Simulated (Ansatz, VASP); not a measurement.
## GaN in VASP and in Ansatz

Contents of INCAR:

```
SYSTEM = GaN
PREC = Accurate
ENCUT = 520
EDIFF = 1E-7
ISMEAR = -1
SIGMA = 0.02
LREAL = .False.
LASPH = .True.
NELM = 100
ALGO = Normal
ISIF = 2
LWAVE = .False.
LCHARG = .False.
GGA = PS
NBANDS = 16
```

The input KPOINTS:

```
Automatic mesh
0
Gamma
  13 13 13
  0 0 0
```

The input POSCAR:

```
GaN
1.0
    0.0000000000      2.0522750000      1.9925000000
    2.0522750000      0.0000000000      1.9925000000
    2.0522750000      2.0522750000      0.0000000000
Ga N
1 1
Direct
    0.5000000000      0.5000000000      0.5000000000
    0.0000000000      0.0000000000      0.0000000000
```

Input for Ansatz:

```yaml
crystal:
  lattice:
    - [0.0, 2.052275, 1.9925]
    - [2.052275, 0.0, 1.9925]
    - [2.052275, 2.052275, 0.0]
  atoms:
    - { symbol: Ga, position: [0.5, 0.5, 0.5] }
    - { symbol: "N", position: [0.0, 0.0, 0.0] }
kpoints:
  mp_grid: { grid: [13, 13, 13] }
  band_path:
    path:
      - [0.0, 0.0, 0.0]
      - [0.0, 0.5, 0.5]
      - [0.25, 0.75, 0.5]
      - [0.0, 0.5, 0.0]
      - [0.0, 0.0, 0.0]
      - [0.5, 0.5, 0.0]
      - [0.3826125, 0.6173875, 0.0]
      - [-0.3826125, 0.3826125, 0.0]
      - [0.0, 0.0, 0.0]
    npoints: 5
scf:
  occupations: { method: fermi_dirac, width: 0.02 }
hamiltonian:
  xc: pbesol
  pseudopotentials: { kind: all_electron, lapw: { basis_error: 0.001 } }
output:
  forces: true
  stress: true
  eigenvalues: true
```

Change from the starting cell: equal xx and yy strain of +3 %.

Alike in both runs: task single point; functional PBEsol; k mesh 13 × 13 × 13; occupations fermi-dirac, width 0.02 eV; no spin polarisation.

|  | VASP | Ansatz |
| --- | --- | --- |
| version | VASP 6.6.1 | Ansatz 0.2.0 |
| potentials or method | VASP PAW PBE potentials, release 64 (Ga_d, N), cutoff 520 eV | all-electron LAPW, scalar-relativistic |

|  | VASP | Ansatz | Ansatz less VASP |
| --- | --- | --- | --- |
| gap on the k mesh at the Fermi level (eV) | 1.16 | 1.17 | +0.013 |
| pressure (GPa) | 34.9 | 34.3 | -0.55 |
| traceless stress, the component that is largest in VASP (GPa) | 7.43 | 7.56 | +0.131 |

VASP's potentials were made for PBE, not for PBEsol. Both programs put the cell under a high pressure, so it lies far from rest at this level. Ansatz ran all-electron here, and VASP with PAW potentials.
